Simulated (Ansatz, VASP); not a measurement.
Two plane-wave programs on AlN

```
Al N
1.0
     3.15205    0.00000    0.00000
    -1.57603    2.72976    0.00000
     0.00000    0.00000    4.21461
Al N
2 2
Cartesian
  0.0000 1.8198 3.1610
  1.5760 0.9099 1.0537
  0.0000 1.8198 1.0537
  1.5760 0.9099 3.1610
```

Alike in both runs: task single point; functional PBEsol; k mesh 9 × 9 × 6; occupations gaussian, width 0.05 eV; no spin polarisation.

```csv
,VASP,Ansatz
version,VASP 6.6.1,Ansatz 0.2.0
potentials or method,"VASP PAW PBE potentials, release 64 (Al, N), cutoff 520 eV","scalar-relativistic, plane waves, PAW"
valence electrons in the cell,16,16
```

|  | VASP | Ansatz | Ansatz less VASP |
| --- | --- | --- | --- |
| gap on the k mesh at the Fermi level (eV) | 3.79 | 3.77 | -0.018 |
| least direct gap on the mesh (eV) | 3.79 | 3.77 | -0.018 |
| pressure (GPa) | 22.4 | 22.2 | -0.17 |
| traceless stress, the component that is largest in VASP (GPa) | -15.11 | -14.92 | +0.190 |

VASP's potentials were made for PBE, not for PBEsol, and Ansatz warns of the same on its side. The functional is the same, so the differences come from potentials, cutoffs and numerics.
